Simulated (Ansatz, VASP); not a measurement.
# One calculation of Ge, two programs

```
Ge
1.0
     3.99759   -0.01999   -0.01999
    -2.01610    3.47200   -0.00732
    -0.03300   -0.03300    6.59938
Ge
4
Direct
  0.66667 0.33333 0.06290
  0.33333 0.66667 0.56290
  0.66667 0.33333 0.43710
  0.33333 0.66667 0.93710
```

Change from the starting cell: equal xy, yz and zx shear strains of -1 %.

Alike in both runs: task single point; functional PBE; k mesh 11 × 11 × 6; occupations fermi-dirac, width 0.05 eV; no spin polarisation.

|  | VASP | Ansatz |
| --- | --- | --- |
| version | VASP 6.6.1 | Ansatz 0.2.0 |
| potentials or method | VASP PAW PBE potentials, release 64 (Ge_d), cutoff 520 eV | all-electron LAPW, scalar-relativistic |

VASP gave:

| Item | Value |
| --- | --- |
| pressure (GPa) | 3.0 |
| traceless stress, the component that is largest in VASP (GPa) | 0.71 |
| rms of the force components (eV/Å) | 0.067 |

Q: Estimate Ansatz's values.

A: Pressure (GPa): 2.9; traceless stress, the component that is largest in VASP (GPa): 0.70; rms of the force components (eV/Å): 0.068.

Atom by atom the forces differ by 0.001 eV/Å (rms over components). Ansatz ran all-electron here, and VASP with PAW potentials.
